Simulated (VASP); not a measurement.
A run of VASP 6.6.1 is set up as follows.

INCAR

```
ALGO = Normal ; EDIFF = 1E-6
ENCUT = 600 ; GGA = CA
GGA_COMPAT = F ; ISIF = 2
ISMEAR = -1 ; LASPH = T
LCHARG = T ; LELF = T
LREAL = F ; LVHAR = T
LWAVE = F ; NBANDS = 11
NELM = 120 ; PREC = Accurate
SIGMA = 0.01
```

File KPOINTS:

```
k-points
0
Gamma
  16 16 16
```

POSCAR

```
Ni
1.0
    0.0000000000      1.7104399105      1.7104399105
    1.7104399105      0.0000000000      1.7104399105
    1.7104399105      1.7104399105      0.0000000000
Ni
1
Direct
    0.0000000000      0.0000000000      0.0000000000
```

Potentials or basis: VASP PAW LDA potentials, release 64 (Ni).

The run is started by

```sh
$ cat potpaw_LDA.64/Ni/POTCAR > POTCAR
$ mpirun -np 1 vasp_std > vasp.out
```

Question: What does it give for the pressure?

Answer: -0.8 GPa.

Question: Predict the band gap on the k mesh.

Answer: Zero (band 5 reaches 10.33 eV, above the bottom of band 6 at 9.25 eV).

Caveat: the run has no spin polarisation, though such a crystal can be magnetic. Spin polarisation is off, so any magnetic state and its effect on volume and gap are missing.
